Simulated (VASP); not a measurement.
# Be2ZnSO3 (P1) in VASP: further runs

Be2ZnSO3 is run at these levels: PBE; tasks: single point.

Program: VASP 6.6.1. These are calculated values, not measurements. Logs are shortened: lines on timing, memory, paths and dates and some standing lists are left out, and cuts for length are marked.

## 1. The cell of the first run

The typed cell holds 7 atoms: a = 4.490 Å, b = 4.694 Å, c = 4.657 Å, α = 109.54°, β = 102.03°, γ = 98.69°.

The cell was generated, and may not be a known phase.

## 2. Single point, PBE

The input, INCAR:

```
ALGO = Normal
EDIFF = 1E-6
ENCUT = 600
GGA = PE
GGA_COMPAT = False
ISIF = 2
ISMEAR = 0
LASPH = True
LCHARG = True
LELF = True
LREAL = False
LVHAR = True
LWAVE = False
NBANDS = 29
NELM = 120
PREC = Accurate
SIGMA = 0.02
```

The input, KPOINTS:

```
k-points
0
Gamma
  6 6 6
```

The input, POSCAR:

```
Be2ZnSO3
1.0
    4.4898504072     -0.0275481289      0.0240569059
   -0.6811157101      4.6441127283      0.0086481659
   -1.0034832087     -1.7292990177      4.2061997449
Be Zn S O
2 1 1 3
Direct
    0.1455555678      0.6681326087      0.4089452055
    0.0697325709      0.0208686423      0.0682364892
    0.5228944387      0.5256592044      0.0211184378
    0.5811769151      0.0350353325      0.7357470013
    0.2341865467      0.3705833005      0.2246977200
    0.9269930173      0.8156362437      0.2306172323
    0.2694619534      0.8140835979      0.8106378740
```

Potentials or basis: VASP PAW PBE potentials, release 64 (Be, Zn, S, O).

Command:

```sh
$ cat potpaw_PBE.64/Be/POTCAR potpaw_PBE.64/Zn/POTCAR potpaw_PBE.64/S/POTCAR potpaw_PBE.64/O/POTCAR > POTCAR
$ mpirun -np 1 vasp_std > vasp.out
```

OUTCAR:

```text
EDIFF = 1E-6
   ENCUT = 600
   GGA = PE
   ISIF = 2
   ISMEAR = 0
   LASPH = True
   LREAL = False
   NELM = 120
   PREC = Accurate

 ion  position               nearest neighbor table
   1  0.146  0.668  0.409-   5 1.53   6 1.54   7 1.69   4 2.26
   2  0.070  0.021  0.068-   5 1.54   6 1.55   7 1.77   4 2.43
   3  0.523  0.526  0.021-   6 1.93   5 1.95   7 2.23   4 2.33
   4  0.581  0.035  0.736-   7 1.78   1 2.26   3 2.33   2 2.43
   5  0.234  0.371  0.225-   1 1.53   2 1.54   3 1.95
   6  0.927  0.816  0.231-   1 1.54   2 1.55   3 1.93
   7  0.269  0.814  0.811-   1 1.69   2 1.77   4 1.78   3 2.23

  LATTYP: Found a triclinic cell.
 ALAT       =     8.0214741114
 B/A-ratio  =     0.6724879599
 C/A-ratio  =     1.1822116486
 COS(alpha) =     0.0071237658
 COS(beta)  =     0.4929619520
 COS(gamma) =     0.8467979800

  Lattice vectors:

 A1 = (   6.1744493260,  -2.9423618395,  -4.1907910049)
 A2 = (   1.6845989188,  -2.9148137106,  -4.2148479108)
 A3 = (   8.2985851043,   4.5890164705,   0.0567619777)

Analysis of symmetry for initial positions (statically):
=====================================================================
 Subroutine PRICEL returns:
 Original cell was already a primitive cell.

 Routine SETGRP: Setting up the symmetry group for a
 triclinic supercell.

 Subroutine GETGRP returns: Found  1 space group operations
 (whereof  1 operations were pure point group operations)
 out of a pool of  2 trial point group operations.

The static configuration has the point symmetry C_1 .

Analysis of symmetry for dynamics (positions and initial velocities):
=====================================================================
 Subroutine PRICEL returns:
 Original cell was already a primitive cell.

 Routine SETGRP: Setting up the symmetry group for a
 triclinic supercell.

 Subroutine GETGRP returns: Found  1 space group operations
 (whereof  1 operations were pure point group operations)
 out of a pool of  2 trial point group operations.

The dynamic configuration has the point symmetry C_1 .

 Subroutine INISYM returns: Found  1 space group operations
 (whereof  1 operations are pure point group operations),
 and found     1 'primitive' translations

----------------------------------------------------------------------------------------

                                     Primitive cell

  volume of cell :      87.8339

  direct lattice vectors                    reciprocal lattice vectors
     4.489850407 -0.027548129  0.024056906     0.222567952  0.032518527  0.066467946
    -0.681115710  4.644112728  0.008648166     0.000845588  0.215285202  0.088712150
    -1.003483209 -1.729299018  4.206199745    -0.001274692 -0.000628624  0.237181744

  length of vectors
     4.489999367  4.693801917  4.657206237     0.234546234  0.232848188  0.237186002

  position of ions in fractional coordinates (direct lattice)
     0.145555568  0.668132609  0.408945205
     0.069732571  0.020868642  0.068236489
     0.522894439  0.525659204  0.021118438
     0.581176915  0.035035333  0.735747001
     0.234186547  0.370583301  0.224697720
     0.926993017  0.815636244  0.230617232
     0.269461953  0.814083598  0.810637874

  ion indices of the primitive-cell ions
   primitive index   ion index
                 1           1
                 2           2
                 3           3
                 4           4
                 5           5
                 6           6
                 7           7

----------------------------------------------------------------------------------------

 KPOINTS: k-points

Automatic generation of k-mesh.
 Grid dimensions read from file:
 generate k-points for:    6    6    6

 Generating k-lattice:

  Cartesian coordinates                     Fractional coordinates (reciprocal lattice)
     0.037094659  0.005419754  0.011077991     0.166666667 -0.000000000  0.000000000
     0.000140931  0.035880867  0.014785358     0.000000000  0.166666667  0.000000000
    -0.000212449 -0.000104771  0.039530291     0.000000000  0.000000000  0.166666667

  Length of vectors
     0.039091039  0.038808031  0.039531000

  Shift w.r.t. Gamma in fractional coordinates (k-lattice)
     0.000000000  0.000000000  0.000000000

 Subroutine IBZKPT returns following result:
 ===========================================

 Found    112 irreducible k-points:

 Following reciprocal coordinates:
            Coordinates               Weight
  0.000000  0.000000  0.000000      1.000000
  0.166667  0.000000  0.000000      2.000000
  0.333333 -0.000000  0.000000      2.000000
  0.500000 -0.000000 -0.000000      1.000000
  0.000000  0.166667  0.000000      2.000000
  0.166667  0.166667  0.000000      2.000000
[... 16 lines left out ...]
  0.333333  0.000000  0.166667      2.000000
  0.500000 -0.000000  0.166667      2.000000
 [... further k-points ...]
   k-points           NKPTS =    112   k-points in BZ     NKDIM =    112   number of bands    NBANDS=     29
   number of dos      NEDOS =    301   number of ions     NIONS =      7
   total plane-waves  NPLWV =  57600
   dimension x,y,z NGX =    36 NGY =   40 NGZ =   40
   dimension x,y,z NGXF=    72 NGYF=   80 NGZF=   80
   ions per type =               2   1   1   3
   NGX,Y,Z   is equivalent  to a cutoff of  13.33, 14.17, 14.28 a.u.
   NGXF,Y,Z  is equivalent  to a cutoff of  26.66, 28.33, 28.56 a.u.
 SYSTEM =  unknown system
   PREC   = accura    normal or accurate (medium, high low for compatibility)
   ISTART =      0    job   : 0-new  1-cont  2-samecut
   ICHARG =      2    charge: 1-file 2-atom 10-const
   ISPIN  =      1    spin polarized calculation?
   LNONCOLLINEAR =      F non collinear calculations
   LSORBIT =      F    spin-orbit coupling
   LASPH  =      T    aspherical Exc in radial PAW
   ENCUT  =  600.0 eV  44.10 Ry    6.64 a.u.   8.97  9.37  9.30*2*pi/ulx,y,z
   NELM   =    120;   NELMIN=  2; NELMDL= -5     # of ELM steps
   EDIFF  = 0.1E-05   stopping-criterion for ELM
   LREAL  =      F    real-space projection
   EDIFFG = 0.1E-04   stopping-criterion for IOM
   NSW    =      0    number of steps for IOM
   IBRION =     -1    ionic relax: 0-MD 1-quasi-New 2-CG
   NFREE  =      0    steps in history (QN), initial steepest desc. (CG)
   ISIF   =      2    stress and relaxation
   ISYM   =      2    0-nonsym 1-usesym 2-fastsym
   POTIM  = 0.5000    time-step for ionic-motion
   TEBEG  =    0.0;   TEEND  =   0.0 temperature during run
   PSTRESS=    0.0 pullay stress
   NELECT =      40.0000    total number of electrons
   NUPDOWN=      -1.0000    fix difference up-down
   EMIN   =  10.00;   EMAX   =-10.00  energy-range for DOS
   EFERMI =   0.00;   METHOD = LEGACY
   ISMEAR =     0;   SIGMA  =   0.02  broadening in eV -4-tet -1-fermi 0-gaus
   EFERMI_NEDOS =   21; number of points for ismear=-14 and -15
   IALGO  =     38    algorithm
   IMIX   =      4    mixing-type and parameters
     AMIX     =   0.40;   BMIX     =  1.00
     AMIX_MAG =   1.60;   BMIX_MAG =  1.00
  volume/ion in A,a.u.               =      12.55        84.68
  Fermi-wavevector in a.u.,A,eV,Ry     =   1.259527  2.380160 21.584383  1.586407
  Thomas-Fermi vector in A             =   2.393082
   LORBIT       =      0    0 simple, 1 ext, 2 COOP (PROOUT), +10 PAW based schemes
   GGA     = PE    functional components
   LHFCALC =     F    Hartree Fock is set to
   AEXX    =    0.0000 exact exchange contribution
   IVDW    =     0    specifies the selected vdW correction
   LEPSILON=     F    determine dielectric tensor
   LRPA    =     F    only Hartree local field effects (RPA)
 non-spin polarized calculation
 Gauss-broadening in eV      SIGMA  =   0.02
  energy-cutoff  :      600.00
  volume of cell :       87.83
 maximum number of plane-waves:      2952
   NGX = 17   NGY = 19   NGZ = 19

 number of electron      39.9999994 magnetization

 Free energy of the ion-electron system (eV)
  ---------------------------------------------------
  ext. energy  EPLUGINS =         0.00000000
  ---------------------------------------------------
  free energy    TOTEN  =       -38.99520298 eV

  energy without entropy =      -38.99520298  energy(sigma->0) =      -38.99520298

 E-fermi :   1.9555     XC(G=0):  -9.4686

 val. band max:        1.7901553671   @ k =   0.5000  -0.0000   0.5000
 cond. band min:       3.9988296939   @ k =  -0.3333  -0.1667   0.1667
 fundamental gap:      2.2086743268
 Fermi energy:         1.9555138004

 k-point     1 :       0.0000    0.0000    0.0000
  band No.  band energies     occupation
      1     -18.0016      2.00000
      2     -15.8134      2.00000
      3     -15.3654      2.00000
      4      -9.7167      2.00000
      5      -4.7514      2.00000
      6      -4.2044      2.00000
[... 21 lines left out ...]
     28      12.1600      0.00000
     29      12.8857      0.00000

 k-point     2 :       0.1667    0.0000    0.0000
  band No.  band energies     occupation
      1     -17.9852      2.00000
      2     -15.8044      2.00000
      3     -15.3864      2.00000
      4      -9.7722      2.00000
      5      -4.7215      2.00000
      6      -4.2552      2.00000
[... 21 lines left out ...]
     28      11.9725      0.00000
     29      12.9809      0.00000

 k-point     3 :       0.3333   -0.0000    0.0000
  band No.  band energies     occupation
      1     -17.9518      2.00000
      2     -15.7817      2.00000
      3     -15.4338      2.00000
      4      -9.8804      2.00000
      5      -4.6553      2.00000
      6      -4.2913      2.00000
[... 638 lines left out ...]
      5      -4.6041      2.00000
      6      -4.2629      2.00000
[... 21 lines left out ...]
     28      12.4700      0.00000
     29      12.6367      0.00000

 k-point    24 :       0.5000   -0.0000    0.1667
  band No.  band energies     occupation
      1     -17.9247      2.00000
      2     -15.7760      2.00000
      3     -15.4625      2.00000
      4      -9.9328      2.00000
      5      -4.6322      2.00000
      6      -4.2728      2.00000
[... 21 lines left out ...]
     28      12.0527      0.00000
     29      12.5427      0.00000

 [... further k-points ...]

------------------------ aborting loop because EDIFF is reached ----------------------------------------

  FORCE on cell =-STRESS in cart. coord.  units (eV):
  Direction    XX          YY          ZZ          XY          YZ          ZX
  --------------------------------------------------------------------------------------
  -------------------------------------------------------------------------------------
  Total        0.0280448     -0.0071895     -0.0167846      0.0603313      0.0207816      0.0129914
  in kB        0.5115650     -0.1311442     -0.3061676      1.1005012      0.3790768      0.2369753
  external PRESSURE =       0.0247511 kB  Pullay stress =       0.0000000 kB

 VOLUME and BASIS-vectors are now :
 -----------------------------------------------------------------------------
  energy-cutoff  :      600.00
  volume of cell :       87.83
      direct lattice vectors                 reciprocal lattice vectors
     4.489850407 -0.027548129  0.024056906     0.222567952  0.032518527  0.066467946
    -0.681115710  4.644112728  0.008648166     0.000845588  0.215285202  0.088712150
    -1.003483209 -1.729299018  4.206199745    -0.001274692 -0.000628624  0.237181744

 POSITION                                       TOTAL-FORCE (eV/Angst)
 -----------------------------------------------------------------------------------
     -0.21192      2.39168      1.72938        -0.005630     -0.010246      0.004149
      0.23040     -0.02301      0.28887         0.007357      0.000020     -0.000402
      1.96849      2.39030      0.10595        -0.006889      0.002120     -0.058633
      1.84722     -1.12563      3.10898        -0.034292     -0.038458      0.003329
      0.57357      1.32601      0.95396        -0.049376     -0.035181      0.023535
      3.37510      3.36356      0.99938         0.048342      0.038004      0.024050
     -0.15810      2.37144      3.42323         0.040487      0.043740      0.003971
 -----------------------------------------------------------------------------------
    total drift:                                0.000729      0.000381      0.000013

  FREE ENERGIE OF THE ION-ELECTRON SYSTEM (eV)
  ---------------------------------------------------
  free  energy   TOTEN  =       -38.9952029828 eV

  energy  without entropy=      -38.9952029828  energy(sigma->0) =      -38.99520298
```

It took 9.2 min on 1 thread of Oxide Virtual Turin-like, shared host; peak memory 0.43 GiB.

Results:

| Item | Value |
| --- | --- |
| Free energy | -38.9952 eV |
| Pressure | 0.0 GPa |
| Largest force | 0.066 eV/Å |
| Band gap on the k mesh | 2.21 eV (least direct gap 2.38 eV) |

Forces in eV/Å, atoms in the order of the input:
```
Be  -0.006 -0.010  0.004
Be   0.007  0.000  0.000
Zn  -0.007  0.002 -0.059
S   -0.034 -0.038  0.003
O   -0.049 -0.035  0.024
O    0.048  0.038  0.024
O    0.040  0.044  0.004
```

Levels at points of the mesh, in eV from the valence-band top:
| k point | band 17 | band 18 | band 19 | band 20 | band 21 | band 22 | band 23 | band 24 |
| --- | --- | --- | --- | --- | --- | --- | --- | --- |
| (0.00, 0.00, 0.00) | -2.05 | -1.64 | -0.98 | -0.41 | 2.89 | 3.98 | 5.68 | 7.09 |
| (0.50, 0.00, 0.00) | -2.29 | -1.64 | -0.56 | -0.31 | 2.52 | 4.68 | 6.45 | 7.07 |
| (0.00, 0.50, 0.00) | -2.03 | -1.52 | -0.64 | -0.53 | 2.78 | 5.63 | 5.91 | 6.91 |
| (0.50, 0.50, 0.00) | -1.83 | -1.22 | -0.59 | -0.06 | 3.11 | 5.21 | 6.70 | 6.91 |
| (0.00, 0.00, 0.50) | -1.84 | -1.31 | -0.98 | -0.67 | 3.11 | 4.76 | 5.68 | 6.70 |
| (0.50, 0.00, 0.50) | -2.10 | -1.51 | -0.28 | 0.00 | 2.87 | 5.09 | 6.91 | 7.39 |
| (0.00, 0.50, 0.50) | -2.03 | -1.27 | -0.78 | -0.46 | 2.77 | 5.08 | 6.46 | 7.63 |
| (0.50, 0.50, 0.50) | -1.80 | -1.42 | -0.80 | -0.05 | 2.86 | 5.12 | 6.93 | 7.19 |

A k mesh can miss the band edges.

## 3. Single point, PBE

The input, INCAR:

```
SYSTEM = Be2ZnSO3
ALGO = Normal
EDIFF = 1E-6
ENCUT = 600
GGA = PE
GGA_COMPAT = .FALSE.
ISIF = 2
ISMEAR = 0
LASPH = .TRUE.
LCHARG = .FALSE.
LREAL = .FALSE.
LWAVE = .FALSE.
NBANDS = 29
NELM = 120
PREC = Accurate
SIGMA = 0.02
```

The input, KPOINTS:

```
k-points
0
G
  6 6 6
  0 0 0
```

POSCAR is that of step 2.

Potentials or basis: VASP PAW PBE potentials, release 64 (Be, Zn, S, O).

Command:

```sh
$ cat potpaw_PBE.64/Be/POTCAR potpaw_PBE.64/Zn/POTCAR potpaw_PBE.64/S/POTCAR potpaw_PBE.64/O/POTCAR > POTCAR
$ mpirun -np 1 vasp_std > vasp.out
```

Run time: 8.9 min. Hardware: 1 thread of Oxide Virtual Turin-like, shared host; peak memory 0.43 GiB.

Results (log left out):

```
Free energy            : -38.9952 eV
Pressure               : 0.0 GPa
Largest force          : 0.066 eV/Å
Band gap on the k mesh : 2.21 eV (least direct gap 2.38 eV)
```

Forces in eV/Å, atoms in the order of the input:
```
Be  -0.006 -0.010  0.004
Be   0.007  0.000  0.000
Zn  -0.007  0.002 -0.059
S   -0.034 -0.038  0.003
O   -0.049 -0.035  0.024
O    0.048  0.038  0.024
O    0.040  0.044  0.004
```

Stress tensor (GPa, compression positive):
```
 0.05  0.11  0.02
 0.11 -0.01  0.04
 0.02  0.04 -0.03
```

Levels at points of the mesh, in eV from the valence-band top:
```
           k point  band 18  band 19  band 20  band 21  band 22  band 23
(0.00, 0.00, 0.00)    -1.64    -0.98    -0.41     2.89     3.98     5.68
(0.50, 0.00, 0.00)    -1.64    -0.56    -0.31     2.52     4.68     6.45
(0.00, 0.50, 0.00)    -1.52    -0.64    -0.53     2.78     5.63     5.91
(0.50, 0.50, 0.00)    -1.22    -0.59    -0.06     3.11     5.21     6.70
(0.00, 0.00, 0.50)    -1.31    -0.98    -0.67     3.11     4.76     5.68
(0.50, 0.00, 0.50)    -1.51    -0.28     0.00     2.87     5.09     6.91
(0.00, 0.50, 0.50)    -1.27    -0.78    -0.46     2.77     5.08     6.46
(0.50, 0.50, 0.50)    -1.42    -0.80    -0.05     2.86     5.12     6.93
```
